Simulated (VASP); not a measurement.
# P (P4/mmm) in VASP: notebook

P is run at these levels: PBEsol; tasks: electric field gradients.

Everything below comes from runs of VASP 6.6.1. Logs are shortened: lines on timing, memory, paths and dates and some standing lists are left out, and cuts for length are marked.

## Step 1: The cell of the first run

The structure is tetragonal, space group P4/mmm (No. 123). Conventional cell: a = 4.287 Å, b = 4.287 Å, c = 4.393 Å, α = 90.00°, β = 90.00°, γ = 90.00°. P (site symmetry 4/mmm) has 6 P at 4.29 to 4.39 Å within 5.6 Å.

## Step 2: Electric field gradients, PBEsol (80.73 Å³/atom)

Input file INCAR:

```
SYSTEM = P
PREC = Accurate
ENCUT = 400
EDIFF = 1E-8
ISMEAR = -1
SIGMA = 0.08
LREAL = .False.
LASPH = .True.
NELM = 120
ALGO = Normal
ISIF = 2
LWAVE = .False.
LCHARG = .False.
GGA = PS
LEFG = .True.
NBANDS = 8
GGA_COMPAT = .False.
```

Input file KPOINTS:

```
regular mesh
0
Gamma
  10 10 9
  0 0 0
```

Input file POSCAR:

```
P
1.0
    4.2871006589      0.0000000000      0.0000000000
    0.0000000000      4.2871006589      0.0000000000
    0.0000000000      0.0000000000      4.3925449574
P
1
Direct
    0.0000000000      0.0000000000      0.0000000000
```

Potentials or basis: VASP PAW PBE potentials, release 64 (P).

The run is started by

```bash
$ cat potpaw_PBE.64/P/POTCAR > POTCAR
$ mpirun -np 1 vasp_std > vasp.out
```

OUTCAR:

```text
SYSTEM = P
   PREC = Accurate
   ENCUT = 400
   EDIFF = 1E-8
   ISMEAR = -1
   LREAL = .False.
   LASPH = .True.
   NELM = 120
   ISIF = 2
   GGA = PS

 ion  position               nearest neighbor table
   1  0.000  0.000  0.000-

  LATTYP: Found a simple tetragonal cell.
 ALAT       =     4.2871006589
 C/A-ratio  =     1.0245957133

  Lattice vectors:

 A1 = (   4.2871006589,   0.0000000000,   0.0000000000)
 A2 = (   0.0000000000,   4.2871006589,   0.0000000000)
 A3 = (   0.0000000000,   0.0000000000,   4.3925449574)

Analysis of symmetry for initial positions (statically):
=====================================================================
 Subroutine PRICEL returns:
 Original cell was already a primitive cell.

 Routine SETGRP: Setting up the symmetry group for a
 simple tetragonal supercell.

 Subroutine GETGRP returns: Found 16 space group operations
 (whereof 16 operations were pure point group operations)
 out of a pool of 16 trial point group operations.

The static configuration has the point symmetry D_4h.

Analysis of symmetry for dynamics (positions and initial velocities):
=====================================================================
 Subroutine PRICEL returns:
 Original cell was already a primitive cell.

 Routine SETGRP: Setting up the symmetry group for a
 simple tetragonal supercell.

 Subroutine GETGRP returns: Found 16 space group operations
 (whereof 16 operations were pure point group operations)
 out of a pool of 16 trial point group operations.

The dynamic configuration has the point symmetry D_4h.

 Subroutine INISYM returns: Found 16 space group operations
 (whereof 16 operations are pure point group operations),
 and found     1 'primitive' translations

----------------------------------------------------------------------------------------

                                     Primitive cell

  volume of cell :      80.7316

  direct lattice vectors                    reciprocal lattice vectors
     4.287100659  0.000000000  0.000000000     0.233257877  0.000000000  0.000000000
     0.000000000  4.287100659  0.000000000     0.000000000  0.233257877  0.000000000
     0.000000000  0.000000000  4.392544957     0.000000000  0.000000000  0.227658455

  length of vectors
     4.287100659  4.287100659  4.392544957     0.233257877  0.233257877  0.227658455

  position of ions in fractional coordinates (direct lattice)
     0.000000000  0.000000000  0.000000000

  ion indices of the primitive-cell ions
   primitive index   ion index
                 1           1

----------------------------------------------------------------------------------------

 KPOINTS: regular mesh

Automatic generation of k-mesh.
 Grid dimensions read from file:
 generate k-points for:   10   10    9

 Generating k-lattice:

  Cartesian coordinates                     Fractional coordinates (reciprocal lattice)
     0.023325788  0.000000000  0.000000000     0.100000000  0.000000000  0.000000000
     0.000000000  0.023325788  0.000000000     0.000000000  0.100000000  0.000000000
     0.000000000  0.000000000  0.025295384     0.000000000  0.000000000  0.111111111

  Length of vectors
     0.023325788  0.023325788  0.025295384

  Shift w.r.t. Gamma in fractional coordinates (k-lattice)
     0.000000000  0.000000000  0.000000000

 Subroutine IBZKPT returns following result:
 ===========================================

 Found    105 irreducible k-points:

 Following reciprocal coordinates:
            Coordinates               Weight
  0.000000  0.000000  0.000000      1.000000
  0.100000  0.000000  0.000000      4.000000
  0.200000  0.000000  0.000000      4.000000
  0.300000  0.000000  0.000000      4.000000
  0.400000  0.000000  0.000000      4.000000
  0.500000  0.000000  0.000000      2.000000
[... 16 lines left out ...]
  0.100000  0.000000  0.111111      8.000000
  0.200000  0.000000  0.111111      8.000000
 [... further k-points ...]
   k-points           NKPTS =    105   k-points in BZ     NKDIM =    105   number of bands    NBANDS=      8
   number of dos      NEDOS =    301   number of ions     NIONS =      1
   total plane-waves  NPLWV =  23520
   dimension x,y,z NGX =    28 NGY =   28 NGZ =   30
   dimension x,y,z NGXF=    56 NGYF=   56 NGZF=   60
   ions per type =               1
   NGX,Y,Z   is equivalent  to a cutoff of  10.86, 10.86, 11.35 a.u.
   NGXF,Y,Z  is equivalent  to a cutoff of  21.72, 21.72, 22.71 a.u.
 SYSTEM =  P
   PREC   = accura    normal or accurate (medium, high low for compatibility)
   ISTART =      0    job   : 0-new  1-cont  2-samecut
   ICHARG =      2    charge: 1-file 2-atom 10-const
   ISPIN  =      1    spin polarized calculation?
   LNONCOLLINEAR =      F non collinear calculations
   LSORBIT =      F    spin-orbit coupling
   LASPH  =      T    aspherical Exc in radial PAW
   ENCUT  =  400.0 eV  29.40 Ry    5.42 a.u.   6.99  6.99  7.16*2*pi/ulx,y,z
   NELM   =    120;   NELMIN=  2; NELMDL= -5     # of ELM steps
   EDIFF  = 0.1E-07   stopping-criterion for ELM
   LREAL  =      F    real-space projection
   EDIFFG = 0.1E-06   stopping-criterion for IOM
   NSW    =      0    number of steps for IOM
   IBRION =     -1    ionic relax: 0-MD 1-quasi-New 2-CG
   NFREE  =      0    steps in history (QN), initial steepest desc. (CG)
   ISIF   =      2    stress and relaxation
   ISYM   =      2    0-nonsym 1-usesym 2-fastsym
   POTIM  = 0.5000    time-step for ionic-motion
   TEBEG  =    0.0;   TEEND  =   0.0 temperature during run
   PSTRESS=    0.0 pullay stress
   NELECT =       5.0000    total number of electrons
   NUPDOWN=      -1.0000    fix difference up-down
   EMIN   =  10.00;   EMAX   =-10.00  energy-range for DOS
   EFERMI =   0.00;   METHOD = LEGACY
   ISMEAR =    -1;   SIGMA  =   0.08  broadening in eV -4-tet -1-fermi 0-gaus
   EFERMI_NEDOS =   21; number of points for ismear=-14 and -15
   IALGO  =     38    algorithm
   IMIX   =      4    mixing-type and parameters
     AMIX     =   0.40;   BMIX     =  1.00
     AMIX_MAG =   1.60;   BMIX_MAG =  1.00
  volume/ion in A,a.u.               =      80.73       544.80
  Fermi-wavevector in a.u.,A,eV,Ry     =   0.647715  1.224003  5.708108  0.419534
  Thomas-Fermi vector in A             =   1.716112
   LORBIT       =      0    0 simple, 1 ext, 2 COOP (PROOUT), +10 PAW based schemes
   GGA     = PS    functional components
   LHFCALC =     F    Hartree Fock is set to
   AEXX    =    0.0000 exact exchange contribution
   IVDW    =     0    specifies the selected vdW correction
   LEPSILON=     F    determine dielectric tensor
   LRPA    =     F    only Hartree local field effects (RPA)
 non-spin polarized calculation
  energy-cutoff  :      400.00
  volume of cell :       80.73
 maximum number of plane-waves:      1490
 NGX is ok and might be reduce to    28
   NGX = 13   NGY = 13   NGZ = 15

 number of electron       4.9999999 magnetization

 Free energy of the ion-electron system (eV)
  ---------------------------------------------------
  ext. energy  EPLUGINS =         0.00000000
  ---------------------------------------------------
  free energy    TOTEN  =        -1.18739122 eV

  energy without entropy =       -1.11306652  energy(sigma->0) =       -1.15022887

 E-fermi :  -3.0940     XC(G=0):  -5.0178

 val. band max:       -3.1020314696   @ k =   0.4000   0.3000   0.4444
 cond. band min:      -3.0923974303   @ k =   0.2000   0.0000   0.1111
 fundamental gap:      0.0096340393
 Fermi energy:        -3.0940106224

 k-point     1 :       0.0000    0.0000    0.0000
  band No.  band energies     occupation
      1     -11.8216      2.00000
      2      -2.6587      0.00863
      3      -2.5520      0.00228
      4      -2.5520      0.00228
      5       1.5204      0.00000
      6       4.3366      0.00000
      7       4.4171      0.00000
      8       8.9054      0.00000

 k-point     2 :       0.1000    0.0000    0.0000
  band No.  band energies     occupation
      1     -11.8064      2.00000
      2      -2.7210      0.01870
      3      -2.6450      0.00728
      4      -2.5389      0.00194
      5       1.6854      0.00000
      6       4.4038      0.00000
      7       4.5645      0.00000
      8       8.2877      0.00000

 k-point     3 :       0.2000    0.0000    0.0000
  band No.  band energies     occupation
      1     -11.7658      2.00000
      2      -3.1091      1.09429
      3      -2.6085      0.00462
      4      -2.5040      0.00125
      5       2.0815      0.00000
      6       4.5596      0.00000
      7       4.9160      0.00000
      8       7.5244      0.00000

 k-point     4 :       0.3000    0.0000    0.0000
  band No.  band energies     occupation
      1     -11.7140      2.00000
      2      -3.5175      1.99000
      3      -2.5623      0.00259
      4      -2.4598      0.00072
      5       2.5739      0.00000
      6       4.7760      0.00000
      7       5.0437      0.00000
      8       6.9132      0.00000

 k-point     5 :       0.4000    0.0000    0.0000
  band No.  band energies     occupation
      1     -11.6708      2.00000
      2      -3.8100      1.99974
      3      -2.5239      0.00161
      4      -2.4232      0.00046
      5       3.0860      0.00000
      6       4.7190      0.00000
      7       4.9859      0.00000
      8       6.5222      0.00000

 k-point     6 :       0.5000    0.0000    0.0000
  band No.  band energies     occupation
      1     -11.6540      2.00000
      2      -3.9150      1.99993
      3      -2.5089      0.00133
      4      -2.4089      0.00038
      5       3.3920      0.00000
      6       4.4277      0.00000
      7       5.0777      0.00000
      8       6.3877      0.00000

 k-point     7 :       0.1000    0.1000    0.0000
  band No.  band energies     occupation
      1     -11.7912      2.00000
      2      -2.7313      0.02124
      3      -2.6792      0.01114
      4      -2.6314      0.00614
      5       1.8468      0.00000
      6       4.5006      0.00000
      7       4.6800      0.00000
      8       7.9309      0.00000
[... 133 lines left out ...]
 k-point    20 :       0.5000    0.4000    0.0000
  band No.  band energies     occupation
      1     -11.5147      2.00000
      2      -3.6529      1.99815
      3      -3.5252      1.99091
      4      -2.3894      0.00030
      5       2.9075      0.00000
      6       4.8211      0.00000
      7       6.5325      0.00000
      8       6.5953      0.00000

 k-point    21 :       0.5000    0.5000    0.0000
  band No.  band energies     occupation
      1     -11.4993      2.00000
      2      -3.6221      1.99729
      3      -3.6221      1.99729
      4      -2.3763      0.00025
      5       2.7698      0.00000
      6       4.9997      0.00000
      7       6.5865      0.00000
      8       6.5865      0.00000

 k-point    22 :       0.0000    0.0000    0.1111
  band No.  band energies     occupation
      1     -11.8062      2.00000
      2      -2.8380      0.07834
      3      -2.5385      0.00193
      4      -2.5385      0.00193
      5       1.7178      0.00000
      6       4.4754      0.00000
      7       4.4973      0.00000
      8       8.3261      0.00000

 k-point    23 :       0.1000    0.0000    0.1111
  band No.  band energies     occupation
      1     -11.7910      2.00000
      2      -2.8271      0.06872
      3      -2.6989      0.01422
      4      -2.5255      0.00164
      5       1.8790      0.00000
      6       4.5395      0.00000
      7       4.6452      0.00000
      8       7.7038      0.00000

 k-point    24 :       0.2000    0.0000    0.1111
  band No.  band energies     occupation
      1     -11.7507      2.00000
      2      -3.0924      0.98992
      3      -2.7731      0.03559
      4      -2.4910      0.00107
      5       2.2642      0.00000
      6       4.6784      0.00000
      7       4.9984      0.00000
      8       6.9697      0.00000

 [... further k-points ...]
[... 5 lines left out ...]
  --------------------------------------------------------------------------------------
  -------------------------------------------------------------------------------------
  Total       -1.9402538     -1.9402538     -1.7070667      0.0000000     -0.0000000      0.0000000
  in kB      -38.5057460    -38.5057460    -33.8779791      0.0000000     -0.0000000      0.0000000
  external PRESSURE =     -36.9631570 kB  Pullay stress =       0.0000000 kB

 VOLUME and BASIS-vectors are now :
 -----------------------------------------------------------------------------
  energy-cutoff  :      400.00
  volume of cell :       80.73
      direct lattice vectors                 reciprocal lattice vectors
     4.287100659  0.000000000  0.000000000     0.233257877  0.000000000  0.000000000
     0.000000000  4.287100659  0.000000000     0.000000000  0.233257877  0.000000000
     0.000000000  0.000000000  4.392544957     0.000000000  0.000000000  0.227658455

 POSITION                                       TOTAL-FORCE (eV/Angst)
 -----------------------------------------------------------------------------------
      0.00000      0.00000      0.00000         0.000000      0.000000      0.000000
 -----------------------------------------------------------------------------------
    total drift:                               -0.000000      0.000000     -0.000000

  FREE ENERGIE OF THE ION-ELECTRON SYSTEM (eV)
  ---------------------------------------------------
  free  energy   TOTEN  =        -1.1873912167 eV

  energy  without entropy=       -1.1130665198  energy(sigma->0) =       -1.15022887

 Electric field gradients (V/A^2)
---------------------------------------------------------------------
 ion       V_xx      V_yy      V_zz      V_xy      V_xz      V_yz
---------------------------------------------------------------------
   1       0.381     0.381    -0.762    -0.000    -0.000     0.000
---------------------------------------------------------------------

 Electric field gradients after diagonalization (V/A^2)
 (convention: |V_zz| > |V_xx| > |V_yy|)
----------------------------------------------------------------------
 ion       V_xx      V_yy      V_zz     asymmetry (V_yy - V_xx)/ V_zz
----------------------------------------------------------------------
   1       0.381     0.381    -0.762       0.000
----------------------------------------------------------------------

           NMR quadrupolar parameters

 Cq : quadrupolar parameter    Cq=e*Q*V_zz/h
 eta: asymmetry parameters     (V_yy - V_xx)/ V_zz
 Q  : nuclear electric quadrupole moment in mb (millibarn)
----------------------------------------------------------------------
 ion       Cq(MHz)       eta       Q (mb)
----------------------------------------------------------------------
   1      -0.002       0.000       1.000
----------------------------------------------------------------------
```

Run time: 59 s. Hardware: 1 thread of Intel Xeon 8259CL, shared host; peak memory 0.17 GiB.

Results:

- Free energy: -1.1874 eV
- Pressure: -3.7 GPa
- Band gap on the k mesh: zero (an odd number of electrons rules out a gap without spin polarisation)
- Largest electric field gradient by atom: P -0.8 V/Å²

Stress tensor (GPa, compression positive):
```
-3.85  0.00  0.00
 0.00 -3.85  0.00
 0.00  0.00 -3.39
```

Levels at points of the mesh, in eV from the Fermi level:
```csv
k point,band 1,band 2,band 3,band 4,band 5,band 6
"(0.00, 0.00, 0.00)",-8.73,0.44,0.54,0.54,4.61,7.43
"(0.50, 0.00, 0.00)",-8.56,-0.82,0.59,0.69,6.49,7.52
"(0.50, 0.50, 0.00)",-8.41,-0.53,-0.53,0.72,5.86,8.09
```

Electric field gradients, principal values (V/Å²):
```
atom  least  middle  greatest (by size)
 1 P  0.381   0.381              -0.762
```

Caveat: the cell stands under tension; without QUAD_EFG the Cq values of the log hold for a quadrupole moment of 1 mb, not for the nuclei; the PAW data sets were made with another functional, which shifts forces and pressure a little.

## Step 3: Electric field gradients, PBEsol (81.53 Å³/atom)

This run uses another cell than the first one, of 81.53 Å³/atom.

Input file INCAR:

```
SYSTEM = P
PREC = Accurate
ENCUT = 400
EDIFF = 1E-8
ISMEAR = -1
SIGMA = 0.08
LREAL = .FALSE.
LASPH = .TRUE.
NELM = 120
ALGO = Normal
ISIF = 2
LWAVE = .FALSE.
LCHARG = .FALSE.
GGA = PS
LEFG = .TRUE.
NBANDS = 8
GGA_COMPAT = .FALSE.
```

Input file KPOINTS:

```
regular mesh
0
G
  10 10 9
  0 0 0
```

Input file POSCAR:

```
P
1.0
    4.3012030652      0.0000000000      0.0000000000
    0.0000000000      4.3012030652      0.0000000000
    0.0000000000      0.0000000000      4.4069942224
P
1
Direct
    0.0000000000      0.0000000000      0.0000000000
```

Potentials or basis: VASP PAW PBE potentials, release 64 (P).

The run is started by

```bash
$ cat potpaw_PBE.64/P/POTCAR > POTCAR
$ mpirun -np 1 vasp_std > vasp.out
```

OUTCAR:

```text
SYSTEM = P
   PREC = Accurate
   ENCUT = 400
   EDIFF = 1E-8
   ISMEAR = -1
   LREAL = .FALSE.
   LASPH = .TRUE.
   NELM = 120
   ISIF = 2
   GGA = PS

 ion  position               nearest neighbor table
   1  0.000  0.000  0.000-

  LATTYP: Found a simple tetragonal cell.
 ALAT       =     4.3012030652
 C/A-ratio  =     1.0245957132

  Lattice vectors:

 A1 = (   4.3012030652,   0.0000000000,   0.0000000000)
[... 469 lines left out ...]
 -----------------------------------------------------------------------------------
    total drift:                               -0.000000      0.000000     -0.000000

  FREE ENERGIE OF THE ION-ELECTRON SYSTEM (eV)
  ---------------------------------------------------
  free  energy   TOTEN  =        -1.1691715888 eV

  energy  without entropy=       -1.0933642679  energy(sigma->0) =       -1.13126793

 Electric field gradients (V/A^2)
---------------------------------------------------------------------
 ion       V_xx      V_yy      V_zz      V_xy      V_xz      V_yz
---------------------------------------------------------------------
   1       0.385     0.385    -0.770     0.000     0.000     0.000
---------------------------------------------------------------------

 Electric field gradients after diagonalization (V/A^2)
 (convention: |V_zz| > |V_xx| > |V_yy|)
----------------------------------------------------------------------
 ion       V_xx      V_yy      V_zz     asymmetry (V_yy - V_xx)/ V_zz
----------------------------------------------------------------------
   1       0.385     0.385    -0.770       0.000
----------------------------------------------------------------------

           NMR quadrupolar parameters

 Cq : quadrupolar parameter    Cq=e*Q*V_zz/h
 eta: asymmetry parameters     (V_yy - V_xx)/ V_zz
 Q  : nuclear electric quadrupole moment in mb (millibarn)
----------------------------------------------------------------------
 ion       Cq(MHz)       eta       Q (mb)
----------------------------------------------------------------------
   1      -0.002       0.000       1.000
----------------------------------------------------------------------
```

Wall time 60 s (1 thread of Intel Xeon 8259CL, shared host); peak memory 0.17 GiB.

What came out:

```
Free energy                             : -1.1692 eV
Pressure                                : -3.6 GPa
Band gap on the k mesh                  : zero (an odd number of electrons rules out a gap without spin polarisation)
Largest electric field gradient by atom : P -0.8 V/Å²
```

Stress tensor (GPa, compression positive):
```
-3.76  0.00  0.00
 0.00 -3.76  0.00
 0.00  0.00 -3.31
```

Electric field gradients, principal values (V/Å²):
```
atom  least  middle  greatest (by size)
 1 P  0.385   0.385              -0.770
```

Caveat: the cell stands under tension; without QUAD_EFG the Cq values of the log hold for a quadrupole moment of 1 mb, not for the nuclei; the PAW data sets were made with another functional, which shifts forces and pressure a little.

(Part 1 of 2 ends here.)
